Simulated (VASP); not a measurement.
# Ca (Fd-3m) in VASP: a series of runs

Runs on Ca. Level: PBE. Tasks: relaxation of cell and atoms.

Program: VASP 6.6.1. These are calculated values, not measurements. Logs are shortened: lines on timing, memory, paths and dates and some standing lists are left out, and cuts for length are marked.

## Step 1: The cell of the first run

It takes space group Fd-3m (No. 227, cubic). Conventional cell: a = 6.308 Å, b = 6.308 Å, c = 6.308 Å, α = 90.00°, β = 90.00°, γ = 90.00°. Within 3.6 Å of Ca (site symmetry -43m) lie 4 Ca at 2.73 Å.

This isn't the form of Ca at room conditions, which is fcc.

## Step 2: Relaxation of cell and atoms, PBE, target pressure 6.1 GPa, at which the enthalpy is minimised

INCAR

```
PREC = Accurate ; ENCUT = 600
EDIFF = 1E-6 ; ISMEAR = -1
SIGMA = 0.08 ; LREAL = False
LASPH = True ; NELM = 100
ALGO = Normal ; ISIF = 3
LWAVE = False ; LCHARG = False
GGA = PE ; IBRION = 2
NSW = 32 ; EDIFFG = -0.005
PSTRESS = 61.0
```

KPOINTS

```
Automatic mesh
0
Gamma
  10 10 10
```

POSCAR

```
Ca
1.0
    0.0000000000      3.1540511503      3.1540511503
    3.1540511503      0.0000000000      3.1540511503
    3.1540511503      3.1540511503      0.0000000000
Ca
2
Direct
   -0.1250000000     -0.1250000000     -0.1250000000
    0.1250000000      0.1250000000      0.1250000000
```

Potentials or basis: VASP PAW PBE potentials, release 64 (Ca_sv).

Command:

```bash
> cat potpaw_PBE.64/Ca_sv/POTCAR > POTCAR
> mpirun -np 1 vasp_std > vasp.out
```

OUTCAR:

```text
PREC = Accurate
   ENCUT = 600
   EDIFF = 1E-6
   ISMEAR = -1
   LREAL = False
   LASPH = True
   NELM = 100
   ISIF = 3
   GGA = PE
   IBRION = 2
   NSW = 32
   EDIFFG = -0.005
   PSTRESS = 61.0

 ion  position               nearest neighbor table
   1  0.875  0.875  0.875-   2 2.73   2 2.73   2 2.73   2 2.73
   2  0.125  0.125  0.125-   1 2.73   1 2.73   1 2.73   1 2.73

  LATTYP: Found a face centered cubic cell.
 ALAT       =     6.3081023006

  Lattice vectors:

 A1 = (   0.0000000000,   3.1540511503,   3.1540511503)
 A2 = (   3.1540511503,   0.0000000000,   3.1540511503)
 A3 = (   3.1540511503,   3.1540511503,   0.0000000000)

Analysis of symmetry for initial positions (statically):
=====================================================================
 Subroutine PRICEL returns:
 Original cell was already a primitive cell.

 Routine SETGRP: Setting up the symmetry group for a
 face centered cubic supercell.

 Subroutine GETGRP returns: Found 48 space group operations
 (whereof 12 operations were pure point group operations)
 out of a pool of 48 trial point group operations.

The static configuration has the point symmetry D_3d.
 The point group associated with its full space group is O_h .

Analysis of symmetry for dynamics (positions and initial velocities):
=====================================================================
 Subroutine PRICEL returns:
 Original cell was already a primitive cell.

 Routine SETGRP: Setting up the symmetry group for a
 face centered cubic supercell.

 Subroutine GETGRP returns: Found 48 space group operations
 (whereof 12 operations were pure point group operations)
 out of a pool of 48 trial point group operations.

The dynamic configuration has the point symmetry D_3d.
 The point group associated with its full space group is O_h .

 Subroutine INISYM returns: Found 48 space group operations
 (whereof 12 operations are pure point group operations),
 and found     1 'primitive' translations

----------------------------------------------------------------------------------------

                                     Primitive cell

  volume of cell :      62.7532

  direct lattice vectors                    reciprocal lattice vectors
     0.000000000  3.154051150  3.154051150    -0.158526281  0.158526281  0.158526281
     3.154051150  0.000000000  3.154051150     0.158526281 -0.158526281  0.158526281
     3.154051150  3.154051150  0.000000000     0.158526281  0.158526281 -0.158526281

  length of vectors
     4.460501913  4.460501913  4.460501913     0.274575574  0.274575574  0.274575574

  position of ions in fractional coordinates (direct lattice)
     0.875000000  0.875000000  0.875000000
     0.125000000  0.125000000  0.125000000

  ion indices of the primitive-cell ions
   primitive index   ion index
                 1           1
                 2           2

----------------------------------------------------------------------------------------

 KPOINTS: Automatic mesh

Automatic generation of k-mesh.
 Grid dimensions read from file:
 generate k-points for:   10   10   10

 Generating k-lattice:

  Cartesian coordinates                     Fractional coordinates (reciprocal lattice)
    -0.015852628  0.015852628  0.015852628     0.100000000  0.000000000  0.000000000
     0.015852628 -0.015852628  0.015852628     0.000000000  0.100000000  0.000000000
     0.015852628  0.015852628 -0.015852628     0.000000000  0.000000000  0.100000000

  Length of vectors
     0.027457557  0.027457557  0.027457557

  Shift w.r.t. Gamma in fractional coordinates (k-lattice)
     0.000000000  0.000000000  0.000000000

 Subroutine IBZKPT returns following result:
 ===========================================

 Found     47 irreducible k-points:

 Following reciprocal coordinates:
            Coordinates               Weight
  0.000000  0.000000  0.000000      1.000000
  0.100000  0.000000  0.000000      8.000000
  0.200000  0.000000  0.000000      8.000000
  0.300000  0.000000  0.000000      8.000000
  0.400000  0.000000  0.000000      8.000000
  0.500000  0.000000  0.000000      4.000000
[... 16 lines left out ...]
  0.300000  0.300000  0.000000      6.000000
  0.400000  0.300000  0.000000     24.000000
 [... further k-points ...]
   k-points           NKPTS =     47   k-points in BZ     NKDIM =     47   number of bands    NBANDS=     14
   number of dos      NEDOS =    301   number of ions     NIONS =      2
   total plane-waves  NPLWV =  46656
   dimension x,y,z NGX =    36 NGY =   36 NGZ =   36
   dimension x,y,z NGXF=    72 NGYF=   72 NGZF=   72
   ions per type =               2
   NGX,Y,Z   is equivalent  to a cutoff of  13.42, 13.42, 13.42 a.u.
   NGXF,Y,Z  is equivalent  to a cutoff of  26.83, 26.83, 26.83 a.u.
 SYSTEM =  unknown system
   PREC   = accura    normal or accurate (medium, high low for compatibility)
   ISTART =      0    job   : 0-new  1-cont  2-samecut
   ICHARG =      2    charge: 1-file 2-atom 10-const
   ISPIN  =      1    spin polarized calculation?
   LNONCOLLINEAR =      F non collinear calculations
   LSORBIT =      F    spin-orbit coupling
   LASPH  =      T    aspherical Exc in radial PAW
   ENCUT  =  600.0 eV  44.10 Ry    6.64 a.u.   8.91  8.91  8.91*2*pi/ulx,y,z
   NELM   =    100;   NELMIN=  2; NELMDL= -5     # of ELM steps
   EDIFF  = 0.1E-05   stopping-criterion for ELM
   LREAL  =      F    real-space projection
   EDIFFG = -.5E-02   stopping-criterion for IOM
   NSW    =     32    number of steps for IOM
   IBRION =      2    ionic relax: 0-MD 1-quasi-New 2-CG
   NFREE  =      1    steps in history (QN), initial steepest desc. (CG)
   ISIF   =      3    stress and relaxation
   ISYM   =      2    0-nonsym 1-usesym 2-fastsym
   POTIM  = 0.5000    time-step for ionic-motion
   TEBEG  =    0.0;   TEEND  =   0.0 temperature during run
   PSTRESS=   61.0 pullay stress
   NELECT =      20.0000    total number of electrons
   NUPDOWN=      -1.0000    fix difference up-down
   EMIN   =  10.00;   EMAX   =-10.00  energy-range for DOS
   EFERMI =   0.00;   METHOD = LEGACY
   ISMEAR =    -1;   SIGMA  =   0.08  broadening in eV -4-tet -1-fermi 0-gaus
   EFERMI_NEDOS =   21; number of points for ismear=-14 and -15
   IALGO  =     38    algorithm
   IMIX   =      4    mixing-type and parameters
     AMIX     =   0.40;   BMIX     =  1.00
     AMIX_MAG =   1.60;   BMIX_MAG =  1.00
  volume/ion in A,a.u.               =      31.38       211.74
  Fermi-wavevector in a.u.,A,eV,Ry     =   1.118251  2.113189 17.013896  1.250486
  Thomas-Fermi vector in A             =   2.254881
   LORBIT       =      0    0 simple, 1 ext, 2 COOP (PROOUT), +10 PAW based schemes
   GGA     = PE    functional components
   LHFCALC =     F    Hartree Fock is set to
   AEXX    =    0.0000 exact exchange contribution
   IVDW    =     0    specifies the selected vdW correction
   LEPSILON=     F    determine dielectric tensor
   LRPA    =     F    only Hartree local field effects (RPA)
 conjugate gradient relaxation of ions
 non-spin polarized calculation
  energy-cutoff  :      600.00
  volume of cell :       62.75
 maximum number of plane-waves:      2120
   NGX = 17   NGY = 17   NGZ = 17

--------------------------------------- Ionic step        1  -------------------------------------------

 number of electron      20.0000001 magnetization

 Free energy of the ion-electron system (eV)
  ---------------------------------------------------
  ext. energy  EPLUGINS =         0.00000000
  ---------------------------------------------------
  free energy    TOTEN  =        -0.32609286 eV

  energy without entropy =       -0.27333443  energy(sigma->0) =       -0.29971365

------------------------ aborting loop because EDIFF is reached ----------------------------------------

  FORCE on cell =-STRESS in cart. coord.  units (eV):
  Direction    XX          YY          ZZ          XY          YZ          ZX
  --------------------------------------------------------------------------------------
  -------------------------------------------------------------------------------------
  Total        2.4449657      2.4449657      2.4449657      0.0000000      0.0000000      0.0000000
  in kB       62.4233637     62.4233637     62.4233637      0.0000000      0.0000000      0.0000000
  external PRESSURE =       1.4233637 kB  Pullay stress =      61.0000000 kB

 VOLUME and BASIS-vectors are now :
 -----------------------------------------------------------------------------
  energy-cutoff  :      600.00
  volume of cell :       62.75
      direct lattice vectors                 reciprocal lattice vectors
     0.000000000  3.154051150  3.154051150    -0.158526281  0.158526281  0.158526281
     3.154051150  0.000000000  3.154051150     0.158526281 -0.158526281  0.158526281
     3.154051150  3.154051150  0.000000000     0.158526281  0.158526281 -0.158526281
[... 84 lines left out ...]
  FREE ENERGIE OF THE ION-ELECTRON SYSTEM (eV)
  ---------------------------------------------------
  free  energy   TOTEN  =        -0.3654137992 eV

  energy  without entropy=       -0.3108192739  energy(sigma->0) =       -0.33811654

  enthalpy is  TOTEN    =         2.0625650100 eV   P V=        2.4279788093

--------------------------------------- Ionic step        4  -------------------------------------------

 number of electron      19.9999998 magnetization

 Free energy of the ion-electron system (eV)
  ---------------------------------------------------
  ext. energy  EPLUGINS =         0.00000000
  ---------------------------------------------------
  free energy    TOTEN  =        -0.37495566 eV

  energy without entropy =       -0.31996012  energy(sigma->0) =       -0.34745789

 E-fermi :   3.1103     XC(G=0):  -8.5274

 val. band max:        3.0847506914   @ k =   0.2000   0.1000   0.0000
 cond. band min:       3.1270809406   @ k =  -0.3000   0.3000   0.0000
 fundamental gap:      0.0423302492
 Fermi energy:         3.1103172885

 k-point     1 :       0.0000    0.0000    0.0000
  band No.  band energies     occupation
      1     -39.2499      2.00000
      2     -38.7345      2.00000
      3     -20.4743      2.00000
      4     -20.4743      2.00000
      5     -20.4743      2.00000
      6     -19.7147      2.00000
      7     -19.7147      2.00000
      8     -19.7147      2.00000
      9      -0.9437      2.00000
     10       3.5923      0.00482
     11       3.5923      0.00482
     12       4.2232      0.00000
     13       4.2232      0.00000
     14       4.2232      0.00000

 k-point     2 :       0.1000    0.0000    0.0000
  band No.  band energies     occupation
      1     -39.2407      2.00000
      2     -38.7441      2.00000
      3     -20.4851      2.00000
      4     -20.4851      2.00000
      5     -20.4766      2.00000
      6     -19.7147      2.00000
      7     -19.7034      2.00000
      8     -19.7034      2.00000
      9      -0.8060      2.00000
     10       3.4981      0.01558
[... 362 lines left out ...]
 k-point    24 :       0.4000    0.3000    0.0000
  band No.  band energies     occupation
      1     -39.1089      2.00000
      2     -38.8805      2.00000
      3     -20.6480      2.00000
      4     -20.6387      2.00000
      5     -20.2812      2.00000
      6     -19.9310      2.00000
      7     -19.5434      2.00000
      8     -19.5369      2.00000
      9       1.0850      2.00000
     10       2.2607      1.99995
     11       3.5621      0.00703
     12       4.4350      0.00000
     13       4.5871      0.00000
     14       4.6577      0.00000

 [... further k-points ...]

------------------------ aborting loop because EDIFF is reached ----------------------------------------

  FORCE on cell =-STRESS in cart. coord.  units (eV):
  Direction    XX          YY          ZZ          XY          YZ          ZX
  --------------------------------------------------------------------------------------
  -------------------------------------------------------------------------------------
  Total        2.4374110      2.4374110      2.4374110     -0.0000000     -0.0000000     -0.0000000
  in kB       60.9978897     60.9978897     60.9978897     -0.0000000     -0.0000000     -0.0000000
  external PRESSURE =      -0.0021103 kB  Pullay stress =      61.0000000 kB

 VOLUME and BASIS-vectors are now :
 -----------------------------------------------------------------------------
  energy-cutoff  :      600.00
  volume of cell :       64.02
      direct lattice vectors                 reciprocal lattice vectors
     0.000000000  3.175154413  3.175154413    -0.157472656  0.157472656  0.157472656
     3.175154413  0.000000000  3.175154413     0.157472656 -0.157472656  0.157472656
     3.175154413  3.175154413  0.000000000     0.157472656  0.157472656 -0.157472656

 POSITION                                       TOTAL-FORCE (eV/Angst)
 -----------------------------------------------------------------------------------
      5.55652      5.55652      5.55652        -0.000000     -0.000000     -0.000000
      0.79379      0.79379      0.79379         0.000000      0.000000      0.000000
 -----------------------------------------------------------------------------------
    total drift:                                0.000000      0.000000      0.000000

  FREE ENERGIE OF THE ION-ELECTRON SYSTEM (eV)
  ---------------------------------------------------
  free  energy   TOTEN  =        -0.3749556577 eV

  energy  without entropy=       -0.3199601196  energy(sigma->0) =       -0.34745789

  enthalpy is  TOTEN    =         2.0625397168 eV   P V=        2.4374953745

 reached required accuracy - stopping structural energy minimisation
```

Run time: 4.8 min. Hardware: 1 thread of Oxide Virtual Turin-like, shared host; peak memory 0.2 GiB.

What came out:

```yaml
Free_energy: -0.3750 eV
Relaxed_volume: 32.01 Å³/atom
Relaxed_cell: a = 4.490 Å, b = 4.490 Å, c = 4.490 Å, α = 60.00°, β = 60.00°, γ = 60.00°
Space_group_after_relaxing_to_0.1_Å: Fd-3m (No. 227)
Energy_change_on_relaxing_the_run_minimises_the_enthalpy: -24.4 meV/atom
Ionic_steps: 4
Pressure_after_relaxing: 6.1 GPa
Band_gap_on_the_k_mesh: zero (bands 10 and 11 overlap by 0.47 eV)
```

The path:
```
step  energy change (eV)  largest force (eV/Å)  pressure (GPa)  volume (Å³)
   1              0.0000                0.0000            6.24        62.75
   2             -0.0099                0.0000            6.21        63.01
   3             -0.0393                0.0000            6.13        63.77
   4             -0.0489                0.0000            6.10        64.02
```

Final structure:
```cif
data_structure
_symmetry_space_group_name_H-M 'P 1'
_symmetry_Int_Tables_number 1
_cell_length_a 4.4903
_cell_length_b 4.4903
_cell_length_c 4.4903
_cell_angle_alpha 60.000
_cell_angle_beta 60.000
_cell_angle_gamma 60.000
_cell_volume 64.02
loop_
_atom_site_label
_atom_site_type_symbol
_atom_site_fract_x
_atom_site_fract_y
_atom_site_fract_z
_atom_site_occupancy
Ca1 Ca 0.87500 0.87500 0.87500 1
Ca2 Ca 0.12500 0.12500 0.12500 1
```

Levels at points of the mesh, in eV from the Fermi level:
```tsv
k point	band 8	band 9	band 10	band 11	band 12	band 13
(0.00, 0.00, 0.00)	-22.83	-4.05	0.48	0.48	1.11	1.11
(0.50, 0.00, 0.00)	-22.72	-1.35	-1.17	0.31	0.31	1.26
(0.50, 0.50, 0.00)	-22.61	-1.18	-1.18	0.83	0.83	1.40
```

Caveat: the cell is relaxed towards a set pressure, so the run minimises the enthalpy, not the energy.

(Continued in part 2 of 2.)

The gap in the log of VASP goes by the Fermi energy; the results here count the filled bands.